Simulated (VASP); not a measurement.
Runs of VASP 6.6.1 on Au. The structure is that of space group P6_3/mmc (No. 194), or close to it. The cells are those of the table. 

```csv
cell,k mesh,gap on the mesh (eV),pressure (GPa)
"a = 2.864, b = 2.864, c = 4.790 Å, angles 90.0, 90.0, 120.0°, 2 atoms",13 × 13 × 7,none,(a)
"a = 2.864, b = 2.864, c = 4.790 Å, angles 90.0, 90.0, 120.0°, 2 atoms",21 × 21 × 11,none,-0.2
"a = 2.864, b = 2.864, c = 4.790 Å, angles 90.0, 90.0, 120.0°, 2 atoms",14 × 14 × 8,none,-0.1
"a = 2.975, b = 2.975, c = 4.974 Å, angles 90.0, 90.0, 120.0°, 2 atoms",14 × 14 × 8,none,-14.0
"a = 2.902, b = 2.902, c = 4.853 Å, angles 90.0, 90.0, 120.0°, 2 atoms",14 × 14 × 8,none,(b)
```

Alike in all rows: task single point; level PBEsol; potentials or basis VASP PAW PBE potentials, release 64 (Au); no spin polarisation; cutoff (eV) 520; smearing fermi-dirac 0.1 eV.

Question: Estimate the missing entries.

Answer: (a) -0.3; (b) -6.1.

Caveats: the PAW data sets were made with another functional, which shifts forces and pressure a little; spin-orbit coupling is left out, which moves the levels of the heavy elements.

A k mesh can miss the band edges, and the runs leave out spin-orbit coupling on Au.

A gap of «none» marks levels without a gap at the run's occupations.
